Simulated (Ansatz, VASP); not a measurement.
One calculation of Rb, two programs

The input INCAR:

```
PREC = Accurate
ENCUT = 520
EDIFF = 1E-6
ISMEAR = -1
SIGMA = 0.1
LREAL = F
LASPH = T
NELM = 80
ALGO = Normal
ISIF = 2
LWAVE = F
LCHARG = F
GGA = PE
NBANDS = 10
```

Contents of KPOINTS:

```
Automatic mesh
0
Gamma
  9 9 9
```

Contents of POSCAR:

```
Rb
1.0
    0.0000000000      3.6235260870      3.6235260870
    3.6235260870      0.0000000000      3.6235260870
    3.6235260870      3.6235260870      0.0000000000
Rb
1
Direct
    0.0000000000      0.0000000000      0.0000000000
```

Input for Ansatz:

```yaml
crystal:
  lattice:
    - [0.0, 3.623526087, 3.623526087]
    - [3.623526087, 0.0, 3.623526087]
    - [3.623526087, 3.623526087, 0.0]
  atoms:
    - { symbol: Rb, position: [0.0, 0.0, 0.0] }
hamiltonian:
  xc: pbe
  pseudopotentials:
    kind: paw
    azcp:
      Rb: "pseudopotentials/Rb.paw.azcp"
basis:
  ecutwfc: 420
  fft_grid_basis: typed
kpoints:
  mp_grid: { grid: [9, 9, 9], shift: [0, 0, 0] }
magnetization:
  spin_polarized: false
scf:
  occupations: { method: fermi_dirac, width: 0.1 }
  lower_state_search: "off"
output:
  stress: true
```

Alike in both runs: task single point; functional PBE; k mesh 9 × 9 × 9; occupations fermi-dirac, width 0.1 eV; no spin polarisation.

```csv
,VASP,Ansatz
version,VASP 6.6.1,Ansatz 0.2.0
potentials or method,"VASP PAW PBE potentials, release 64 (Rb_sv), cutoff 520 eV","plane waves (420 eV) with PAW, scalar-relativistic"
valence electrons in the cell,9,9
```

|  | VASP | Ansatz | Ansatz less VASP |
| --- | --- | --- | --- |
| pressure (GPa) | -0.1 | -0.1 | 0.00 |
